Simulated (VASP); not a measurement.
# Hf (P6_3/mmc) in VASP: notebook, part 2 of 2

VASP 6.6.1.

### 4 Single point, PBE

This run uses another cell than the first one, of 22.38 Å³/atom.

INCAR

```
SYSTEM = Hf
PREC     = Accurate       ! precision mode
ENCUT    = 520            ! plane-wave cutoff, eV
EDIFF    = 1E-7           ! SCF threshold, eV
ISMEAR   = 0              ! smearing method
SIGMA    = 0.012          ! smearing width, eV
LREAL    = .False.        ! projectors in reciprocal space
LASPH    = .True.         ! aspherical terms in the spheres
NELM     = 60             ! most SCF steps
ALGO     = Fast           ! electronic algorithm
ISIF     = 2              ! what is computed and relaxed
LWAVE    = .False.        ! write WAVECAR
LCHARG   = .True.         ! write CHGCAR
GGA      = PE             ! functional
LELF     = .True.         ! ELF
LVHAR    = .True.       
NBANDS   = 17             ! bands
```

KPOINTS

```
Automatic mesh
0
Gamma
  10 10 5
  0 0 0
```

POSCAR

```
Hf
1.0
    3.1967000000      0.0000000000      0.0000000000
   -1.5983500000      2.7684234083      0.0000000000
    0.0000000000      0.0000000000      5.0578000000
Hf
2
Direct
    0.6666666667      0.3333333333      0.7500000000
    0.3333333333      0.6666666667      0.2500000000
```

Run with:

```
$ cat potpaw_PBE.64/Hf_pv/POTCAR > POTCAR
$ mpirun -np 1 vasp_std > vasp.out
```

Run time: 63 s. Hardware: 1 thread of Intel Xeon 8259CL, shared host; peak memory 0.17 GiB.

It converged, with:

```
Free energy            : -19.8495 eV
Pressure               : 0.2 GPa
Band gap on the k mesh : zero (bands 10 and 11 overlap by 1.50 eV)
```

Stress tensor (GPa, compression positive):
```
0.29 0.00 0.00
0.00 0.29 0.00
0.00 0.00 0.02
```

Levels at points of the mesh, in eV from the Fermi level:
```
           k point  band 7  band 8  band 9  band 10  band 11  band 12  band 13  band 14
(0.00, 0.00, 0.00)   -7.36   -3.69    0.66     1.20     1.20     1.48     2.02     2.02
(0.50, 0.00, 0.00)   -3.33   -2.73   -2.21    -0.78     0.81     0.89     1.70     5.91
```

Caveat: spin-orbit coupling is left out, which moves the levels of the heavy elements.

### 5 Single point, RPBE+D4

This run uses another cell than the first one, of 22.62 Å³/atom.

INCAR

```
SYSTEM = Hf
ALGO = Fast
EDIFF = 1E-6
ENCUT = 520
GGA = RP
ISIF = 2
ISMEAR = -1
IVDW = 13
LASPH = .True.
LCHARG = .True.
LELF = .True.
LREAL = .False.
LVHAR = .True.
LWAVE = .False.
NBANDS = 17
NELM = 60
PREC = Accurate
SIGMA = 0.05
```

KPOINTS

```
k-points
0
Gamma
  10 10 5
  0 0 0
```

POSCAR

```
Hf
1.0
    3.2107849043      0.0000000000      0.0000000000
   -1.6053924522      2.7806212932      0.0000000000
    0.0000000000      0.0000000000      5.0662708153
Hf
2
Direct
    0.6666666667      0.3333333333      0.7500000000
    0.3333333333      0.6666666667      0.2500000000
```

Run with:

```
$ cat potpaw_PBE.64/Hf_pv/POTCAR > POTCAR
$ mpirun -np 1 vasp_std > vasp.out
```

Wall time 67 s (1 thread of Intel Xeon 8259CL, shared host); peak memory 0.17 GiB.

Results (log left out):

```yaml
Free_energy: -19.6608 eV
Pressure: -0.4 GPa
Band_gap_on_the_k_mesh: zero (bands 10 and 11 overlap by 1.51 eV)
Dispersion_energy_per_atom: -0.324 eV
```

Stress tensor (GPa, compression positive):
```
-0.39  0.00  0.00
 0.00 -0.39  0.00
 0.00  0.00 -0.52
```

Levels at points of the mesh, in eV from the Fermi level:
```
           k point  band 6  band 7  band 8  band 9  band 10  band 11  band 12  band 13  band 14  band 15
(0.00, 0.00, 0.00)  -30.28   -7.34   -3.66    0.59     1.20     1.20     1.50     2.02     2.02     2.63
(0.50, 0.00, 0.00)  -30.36   -3.33   -2.70   -2.18    -0.85     0.81     0.88     1.70     5.83     6.33
```

Caveat: the PAW data sets were made with another functional, which shifts forces and pressure a little; spin-orbit coupling is left out, which moves the levels of the heavy elements.

### 6 Single point, revPBE

This run uses another cell than the first one, of 22.95 Å³/atom.

INCAR

```
PREC     = Accurate       # precision mode
ENCUT    = 520            # plane-wave cutoff, eV
EDIFF    = 1E-6           # SCF threshold, eV
ISMEAR   = -1             # smearing method
SIGMA    = 0.05           # smearing width, eV
LREAL    = F              # projectors in reciprocal space
LASPH    = T              # aspherical terms in the spheres
NELM     = 100            # most SCF steps
ALGO     = Normal         # electronic algorithm
ISIF     = 2              # what is computed and relaxed
LWAVE    = F              # write WAVECAR
LCHARG   = F              # write CHGCAR
GGA      = RE             # functional
NBANDS   = 17             # bands
```

KPOINTS

```
regular mesh
0
Gamma
  10 10 5
```

POSCAR

```
Hf
1.0
    3.2272301678      0.0000000000      0.0000000000
   -1.6136150839      2.7948633092      0.0000000000
    0.0000000000      0.0000000000      5.0886103028
Hf
2
Direct
    0.6666666667      0.3333333333      0.7500000000
    0.3333333333      0.6666666667      0.2500000000
```

Potentials or basis: VASP PAW PBE potentials, release 64 (Hf_pv).

Run with:

```
$ cat potpaw_PBE.64/Hf_pv/POTCAR > POTCAR
$ mpirun -np 1 vasp_std > vasp.out
```

It took 40 s on 1 thread of Intel Xeon 8259CL, shared host; peak memory 0.17 GiB.

It converged, with:

```yaml
Free_energy: -19.1783 eV
Pressure: -0.5 GPa
Band_gap_on_the_k_mesh: zero (bands 10 and 11 overlap by 1.51 eV)
```

Stress tensor (GPa, compression positive):
```
-0.44  0.00  0.00
 0.00 -0.44  0.00
 0.00  0.00 -0.55
```

Levels at points of the mesh, in eV from the Fermi level:
```tsv
k point	band 6	band 7	band 8	band 9	band 10	band 11	band 12	band 13	band 14	band 15
(0.00, 0.00, 0.00)	-30.32	-7.29	-3.62	0.56	1.19	1.19	1.49	1.99	1.99	2.58
(0.50, 0.00, 0.00)	-30.40	-3.31	-2.65	-2.14	-0.87	0.80	0.86	1.67	5.72	6.22
```

Caveat: the PAW data sets were made with another functional, which shifts forces and pressure a little; spin-orbit coupling is left out, which moves the levels of the heavy elements.

### 7 The runs side by side

```tsv
level	cell	smearing	gap on the mesh (eV)	pressure (GPa)
RPBE+D3(BJ)	a = 2.967, b = 2.967, c = 4.749 Å, angles 90.0, 90.0, 120.0°, 2 atoms	fermi-dirac 0.05 eV	none	-0.6
PBEsol+D4	a = 3.150, b = 3.150, c = 4.979 Å, angles 90.0, 90.0, 120.0°, 2 atoms	fermi-dirac 0.05 eV	none	-0.4
PBE	a = 3.197, b = 3.197, c = 5.058 Å, angles 90.0, 90.0, 120.0°, 2 atoms	gaussian 0.012 eV	none	0.2
RPBE+D4	a = 3.211, b = 3.211, c = 5.066 Å, angles 90.0, 90.0, 120.0°, 2 atoms	fermi-dirac 0.05 eV	none	-0.4
revPBE	a = 3.227, b = 3.227, c = 5.089 Å, angles 90.0, 90.0, 120.0°, 2 atoms	fermi-dirac 0.05 eV	none	-0.5
```

Alike in all rows: task single point; potentials or basis VASP PAW PBE potentials, release 64 (Hf_pv); no spin polarisation; k mesh 10 × 10 × 5; cutoff (eV) 520.

Caveats: spin-orbit coupling is left out, which moves the levels of the heavy elements; the PAW data sets were made with another functional, which shifts forces and pressure a little (at least some runs).

Absolute energies hang on the potentials; compare differences alone.
